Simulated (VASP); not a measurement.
# CrO2 (P4_2/mnm) in VASP: a series of runs, part 2 of 2

VASP 6.6.1.

## (3) Single point, PBEsol, collinear spin, ferromagnetic start

This run uses another cell than the first one, of 9.50 Å³/atom.

Contents of INCAR:

```
PREC = Accurate ; ENCUT = 520
EDIFF = 1E-6 ; ISMEAR = -1
SIGMA = 0.05 ; LREAL = F
LASPH = T ; NELM = 150
ALGO = Normal ; ISIF = 2
LWAVE = F ; LCHARG = F
ISPIN = 2 ; MAGMOM = 3 3 0 0 0 0
LORBIT = 11 ; LMAXMIX = 4
GGA = PS ; NBANDS = 37
```

Contents of KPOINTS:

```
Automatic mesh
0
Gamma
  6 6 9
```

Contents of POSCAR:

```
CrO2
1.0
    4.4210000000      0.0000000000      0.0000000000
    0.0000000000      4.4210000000      0.0000000000
    0.0000000000      0.0000000000      2.9170000000
Cr O
2 4
Direct
    0.5000000000      0.5000000000      0.5000000000
    0.0000000000      0.0000000000      0.0000000000
    0.8010000000      0.1990000000      0.5000000000
    0.6990000000      0.6990000000      0.0000000000
    0.1990000000      0.8010000000      0.5000000000
    0.3010000000      0.3010000000      0.0000000000
```

Potentials or basis: VASP PAW PBE potentials, release 64 (Cr_pv, O).

Command:

```
$ cat potpaw_PBE.64/Cr_pv/POTCAR potpaw_PBE.64/O/POTCAR > POTCAR
$ mpirun -np 1 vasp_std > vasp.out
```

OUTCAR:

```text
PREC = Accurate
   ENCUT = 520
   EDIFF = 1E-6
   ISMEAR = -1
   LREAL = F
   LASPH = T
   NELM = 150
   ISIF = 2
   ISPIN = 2
   LORBIT = 11
   GGA = PS

 ion  position               nearest neighbor table
   1  0.500  0.500  0.500-   3 1.88   5 1.88   4 1.92   6 1.92   4 1.92   6 1.92
   2  0.000  0.000  0.000-   4 1.88   6 1.88   5 1.92   3 1.92   3 1.92   5 1.92
   3  0.801  0.199  0.500-   1 1.88   2 1.92   2 1.92
   4  0.699  0.699  0.000-   2 1.88   1 1.92   1 1.92
   5  0.199  0.801  0.500-   1 1.88   2 1.92   2 1.92
   6  0.301  0.301  0.000-   2 1.88   1 1.92   1 1.92

  LATTYP: Found a simple tetragonal cell.
 ALAT       =     4.4210000000
 C/A-ratio  =     0.6598054739

  Lattice vectors:

 A1 = (   4.4210000000,   0.0000000000,   0.0000000000)
 A2 = (   0.0000000000,   4.4210000000,   0.0000000000)
 A3 = (   0.0000000000,   0.0000000000,   2.9170000000)

Analysis of symmetry for initial positions (statically):
=====================================================================
 Subroutine PRICEL returns:
 Original cell was already a primitive cell.

 Routine SETGRP: Setting up the symmetry group for a
 simple tetragonal supercell.

 Subroutine GETGRP returns: Found 16 space group operations
 (whereof  8 operations were pure point group operations)
 out of a pool of 16 trial point group operations.

The static configuration has the point symmetry D_2h.
 The point group associated with its full space group is D_4h.

Analysis of symmetry for dynamics (positions and initial velocities):
=====================================================================
 Subroutine PRICEL returns:
 Original cell was already a primitive cell.

 Routine SETGRP: Setting up the symmetry group for a
 simple tetragonal supercell.

 Subroutine GETGRP returns: Found 16 space group operations
 (whereof  8 operations were pure point group operations)
 out of a pool of 16 trial point group operations.

The dynamic configuration has the point symmetry D_2h.
 The point group associated with its full space group is D_4h.

Analysis of structural, dynamic, and magnetic symmetry:
=====================================================================
 Subroutine PRICEL returns:
 Original cell was already a primitive cell.

 Routine SETGRP: Setting up the symmetry group for a
 simple tetragonal supercell.

 Subroutine GETGRP returns: Found 16 space group operations
 (whereof  8 operations were pure point group operations)
 out of a pool of 16 trial point group operations.

The overall configuration has the point symmetry D_2h.
 The point group associated with its full space group is D_4h.

 Subroutine INISYM returns: Found 16 space group operations
 (whereof  8 operations are pure point group operations),
 and found     1 'primitive' translations

----------------------------------------------------------------------------------------

                                     Primitive cell

  volume of cell :      57.0135

  direct lattice vectors                    reciprocal lattice vectors
     4.421000000  0.000000000  0.000000000     0.226193169  0.000000000  0.000000000
     0.000000000  4.421000000  0.000000000     0.000000000  0.226193169  0.000000000
     0.000000000  0.000000000  2.917000000     0.000000000  0.000000000  0.342817964

  length of vectors
     4.421000000  4.421000000  2.917000000     0.226193169  0.226193169  0.342817964
[... 96 lines left out ...]
   ISYM   =      2    0-nonsym 1-usesym 2-fastsym
   POTIM  = 0.5000    time-step for ionic-motion
   TEBEG  =    0.0;   TEEND  =   0.0 temperature during run
   PSTRESS=    0.0 pullay stress
   NELECT =      48.0000    total number of electrons
   NUPDOWN=      -1.0000    fix difference up-down
   EMIN   =  10.00;   EMAX   =-10.00  energy-range for DOS
   EFERMI =   0.00;   METHOD = LEGACY
   ISMEAR =    -1;   SIGMA  =   0.05  broadening in eV -4-tet -1-fermi 0-gaus
   EFERMI_NEDOS =   21; number of points for ismear=-14 and -15
   IALGO  =     38    algorithm
   IMIX   =      4    mixing-type and parameters
     AMIX     =   0.40;   BMIX     =  1.00
     AMIX_MAG =   1.60;   BMIX_MAG =  1.00
  volume/ion in A,a.u.               =       9.50        64.12
  Fermi-wavevector in a.u.,A,eV,Ry     =   1.545834  2.921202 32.512505  2.389602
  Thomas-Fermi vector in A             =   2.651156
   LORBIT       =     11    0 simple, 1 ext, 2 COOP (PROOUT), +10 PAW based schemes
   GGA     = PS    functional components
   LHFCALC =     F    Hartree Fock is set to
   AEXX    =    0.0000 exact exchange contribution
   IVDW    =     0    specifies the selected vdW correction
   LEPSILON=     F    determine dielectric tensor
   LRPA    =     F    only Hartree local field effects (RPA)
 spin polarized calculation
  energy-cutoff  :      520.00
  volume of cell :       57.01
 maximum number of plane-waves:      1567
 NGX is ok and might be reduce to    36
   NGX = 17   NGY = 17   NGZ = 11

 number of electron      48.0000028 magnetization       3.9998136

 Free energy of the ion-electron system (eV)
  ---------------------------------------------------
  ext. energy  EPLUGINS =         0.00000000
  ---------------------------------------------------
  free energy    TOTEN  =       -53.01754093 eV

  energy without entropy =      -53.00567922  energy(sigma->0) =      -53.01161008

 E-fermi :   5.5933     XC(G=0): -12.2041

 val. band max:        5.5707706216   @ k =   0.3333   0.1667   0.2222
 cond. band min:       5.6117123448   @ k =   0.1667   0.1667   0.4444
 fundamental gap:      0.0409417232
 Fermi energy:         5.5932514520

 spin component 1

 k-point     1 :       0.0000    0.0000    0.0000
  band No.  band energies     occupation
      1     -39.2260      1.00000
      2     -39.2260      1.00000
      3     -39.0919      1.00000
      4     -39.0919      1.00000
      5     -39.0095      1.00000
      6     -38.9949      1.00000
[... 925 lines left out ...]
     35      16.2893      0.00000
     36      16.2893      0.00000

 [... further k-points ...]

 spin component 2

 k-point     1 :       0.0000    0.0000    0.0000
  band No.  band energies     occupation
      1     -37.2429      1.00000
      2     -37.2429      1.00000
      3     -36.9005      1.00000
      4     -36.9005      1.00000
      5     -36.6837      1.00000
      6     -36.6662      1.00000
[... 925 lines left out ...]
     35      16.4668      0.00000
     36      16.4668      0.00000

 [... further k-points ...]

 [bands above 36 left out]

------------------------ aborting loop because EDIFF is reached ----------------------------------------

  FORCE on cell =-STRESS in cart. coord.  units (eV):
  Direction    XX          YY          ZZ          XY          YZ          ZX
  --------------------------------------------------------------------------------------
  -------------------------------------------------------------------------------------
  Total       -1.8396767     -1.8396767     -2.6479518     -0.0000000      0.0000000      0.0000000
  in kB      -51.6981068    -51.6981068    -74.4120377     -0.0000000      0.0000000      0.0000000
  external PRESSURE =     -59.2694171 kB  Pullay stress =       0.0000000 kB

 VOLUME and BASIS-vectors are now :
 -----------------------------------------------------------------------------
  energy-cutoff  :      520.00
  volume of cell :       57.01
      direct lattice vectors                 reciprocal lattice vectors
     4.421000000  0.000000000  0.000000000     0.226193169  0.000000000  0.000000000
     0.000000000  4.421000000  0.000000000     0.000000000  0.226193169  0.000000000
     0.000000000  0.000000000  2.917000000     0.000000000  0.000000000  0.342817964

 POSITION                                       TOTAL-FORCE (eV/Angst)
 -----------------------------------------------------------------------------------
      2.21050      2.21050      1.45850         0.000000      0.000000      0.000000
      0.00000      0.00000      0.00000         0.000000      0.000000      0.000000
      3.54122      0.87978      1.45850         0.232384     -0.232384     -0.000000
      3.09028      3.09028      0.00000        -0.232384     -0.232384     -0.000000
      0.87978      3.54122      1.45850        -0.232384      0.232384      0.000000
      1.33072      1.33072      0.00000         0.232384      0.232384      0.000000
 -----------------------------------------------------------------------------------
    total drift:                                0.000000      0.000000      0.000000

  FREE ENERGIE OF THE ION-ELECTRON SYSTEM (eV)
  ---------------------------------------------------
  free  energy   TOTEN  =       -53.0175409314 eV

  energy  without entropy=      -53.0056792201  energy(sigma->0) =      -53.01161008

 total charge

# of ion       s       p       d       tot
------------------------------------------
    1        0.361   6.472   4.041  10.874
    2        0.361   6.472   4.041  10.874
    3        1.566   3.443   0.000   5.009
    4        1.566   3.443   0.000   5.009
    5        1.566   3.443   0.000   5.009
    6        1.566   3.443   0.000   5.009
--------------------------------------------------
tot          6.987  26.715   8.082  41.783

 magnetization (x)

# of ion       s       p       d       tot
------------------------------------------
    1        0.021   0.031   2.030   2.082
    2        0.021   0.031   2.030   2.082
    3       -0.003  -0.068   0.000  -0.071
    4       -0.003  -0.068   0.000  -0.071
    5       -0.003  -0.068   0.000  -0.071
    6       -0.003  -0.068   0.000  -0.071
--------------------------------------------------
tot          0.030  -0.210   4.060   3.879
```

It took 1.8 min on 1 thread of Intel Xeon Platinum 8488C (Sapphire Rapids), shared host; peak memory 0.29 GiB.

What came out:

```yaml
Free_energy: -53.0175 eV
Pressure: -5.9 GPa
Largest_force: 0.329 eV/Å
Band_gap_on_the_k_mesh: zero (filled and empty bands overlap)
Net_moment: 4.00 μB per cell
Site_moments: Cr +2.08; O -0.07 μB
Valence_electrons_inside_the_program's_atomic_spheres: Cr 10.87; O 5.01
```

Forces on the atoms (eV/Å):
```
Cr   0.000  0.000  0.000
Cr   0.000  0.000  0.000
O    0.232 -0.232  0.000
O   -0.232 -0.232  0.000
O   -0.232  0.232  0.000
O    0.232  0.232  0.000
```

Levels at points of the mesh, in eV from the Fermi level:
Spin up:
```tsv
k point	band 23	band 24	band 25	band 26	band 27	band 28	band 29	band 30
(0.00, 0.00, 0.00)	-1.27	-1.18	-1.15	-1.15	-0.66	1.09	1.19	3.64
(0.50, 0.00, 0.00)	-0.81	-0.81	-0.28	-0.28	0.31	0.31	3.30	3.30
(0.50, 0.50, 0.00)	-1.52	-1.52	-1.13	-1.13	0.89	0.89	2.72	2.72
```
Spin down:
```
           k point  band 18  band 19  band 20  band 21  band 22  band 23  band 24  band 25  band 26  band 27
(0.00, 0.00, 0.00)    -3.49    -1.74    -1.40    -1.40    -0.92     0.80     0.81     1.08     1.09     1.09
(0.50, 0.00, 0.00)    -4.36    -2.95    -2.95    -1.74    -1.74     1.45     1.45     1.73     1.73     1.96
(0.50, 0.50, 0.00)    -3.29    -2.58    -2.58    -2.28    -2.28     0.82     0.82     1.11     1.11     2.29
```

Caveat: the cell stands under tension; the PAW data sets were made with another functional, which shifts forces and pressure a little; semilocal functionals often make such compounds metallic where correlation or magnetic order opens a gap, which also shifts bond lengths; the run started ferromagnetic, and an antiferromagnetic order may lie lower in energy.

## (4) Single point, PBEsol, collinear spin, ferromagnetic start

This run uses another cell than the first one, of 9.50 Å³/atom.

Contents of INCAR:

```
PREC = Accurate ; ENCUT = 520
EDIFF = 1E-6 ; ISMEAR = -1
SIGMA = 0.05 ; LREAL = F
LASPH = T ; NELM = 150
ALGO = Normal ; ISIF = 2
LWAVE = F ; LCHARG = T
ISPIN = 2 ; MAGMOM = 4.5 4.5 0 0 0 0
LORBIT = 11 ; LMAXMIX = 4
GGA = PS ; LELF = T
LVHAR = T ; NBANDS = 37
```

KPOINTS is that of step 3.

POSCAR is that of step 3.

Command:

```
$ cat potpaw_PBE.64/Cr_pv/POTCAR potpaw_PBE.64/O/POTCAR > POTCAR
$ mpirun -np 1 vasp_std > vasp.out
```

Run time: 1.8 min. Hardware: 1 thread of Intel Xeon Platinum 8488C (Sapphire Rapids), shared host; peak memory 0.29 GiB.

The run converged. Its results:

```
Free energy                                           : -53.0175 eV
Pressure                                              : -5.9 GPa
Largest force                                         : 0.329 eV/Å
Band gap on the k mesh                                : zero (filled and empty bands overlap)
Net moment                                            : 4.00 μB per cell
Site moments                                          : Cr +2.08; O -0.07 μB
Valence electrons inside the program's atomic spheres : Cr 10.87; O 5.01
```

Forces in eV/Å, atoms in the order of the input:
```
Cr   0.000  0.000  0.000
Cr   0.000  0.000  0.000
O    0.232 -0.232  0.000
O   -0.232 -0.232  0.000
O   -0.232  0.232  0.000
O    0.232  0.232  0.000
```

Stress tensor (GPa, compression positive):
```
-5.15  0.00  0.00
 0.00 -5.15  0.00
 0.00  0.00 -7.43
```

Levels at points of the mesh, in eV from the Fermi level:
Spin up:
```csv
k point,band 24,band 25,band 26,band 27,band 28,band 29
"(0.00, 0.00, 0.00)",-1.18,-1.15,-1.15,-0.66,1.09,1.19
"(0.50, 0.00, 0.00)",-0.81,-0.28,-0.28,0.31,0.31,3.30
"(0.50, 0.50, 0.00)",-1.51,-1.13,-1.13,0.89,0.89,2.72
```
Spin down:
```
           k point  band 20  band 21  band 22  band 23  band 24  band 25
(0.00, 0.00, 0.00)    -1.40    -1.40    -0.92     0.80     0.81     1.08
(0.50, 0.00, 0.00)    -2.95    -1.74    -1.74     1.45     1.45     1.73
(0.50, 0.50, 0.00)    -2.58    -2.28    -2.28     0.82     0.82     1.11
```

Caveat: the cell stands under tension; the PAW data sets were made with another functional, which shifts forces and pressure a little; semilocal functionals often make such compounds metallic where correlation or magnetic order opens a gap, which also shifts bond lengths; the run started ferromagnetic, and an antiferromagnetic order may lie lower in energy. With open d or f shells a metallic result of PBEsol can be an artefact of self-interaction; +U or a hybrid may open a gap.

The gap in the log of VASP goes by the Fermi energy; the results here count the filled bands.